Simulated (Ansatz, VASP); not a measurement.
**One calculation of Ta10NbAl4W, two programs**

```
Al Nb Ta W
1.0
     3.16464   -5.41889   -0.51196
     2.50690    5.03723    0.79374
     0.44783    1.21739    9.65431
Al Nb Ta W
4 1 10 1
Cartesian
  3.1398 -3.7244 5.6645
  5.0009 -0.3874 1.5005
  3.1662 -0.2842 8.3719
  2.5353 3.3233 4.0295
  1.1063 0.8466 3.7173
  2.1343 -0.3008 1.2420
  1.5807 -0.9581 5.8921
  3.6884 -2.9108 0.9756
  2.8296 1.5765 6.2642
  4.4185 -1.1905 5.9638
  2.7955 -1.9389 3.4931
  1.7289 2.5070 8.6925
  3.9236 0.6521 3.8600
  4.5508 2.2409 8.8747
  2.9130 5.0303 9.1719
  3.3467 2.2203 1.5877
```

Alike in both runs: functional PBE; k mesh 4 × 5 × 2; occupations gaussian, width 0.1 eV; no spin polarisation.

Ansatz relaxed the structure, and its values are those at the end. VASP's run is a single point on that final structure, the one shown.

|  | VASP | Ansatz |
| --- | --- | --- |
| version | VASP 6.6.1 | Ansatz 0.2.0 |
| potentials or method | VASP PAW PBE potentials, release 64 (Al, Nb_sv, Ta_pv, W_sv), cutoff 520 eV | scalar-relativistic, plane waves, PAW |
| valence electrons in the cell | 149 | 169 |

```csv
,VASP,Ansatz,Ansatz less VASP
gap on the k mesh at the Fermi level (eV),none,none,-
pressure (GPa),0.0,-0.1,-0.04
rms of the force components (eV/Å),0.016,0.016,-0.0002
```

A gap of «none» marks a metal or a gap that the smearing closes. VASP's potentials hold 149 valence electrons a cell and Ansatz's 169, so a difference there can come from the potentials and not from the codes.

Spin-orbit coupling is off throughout.
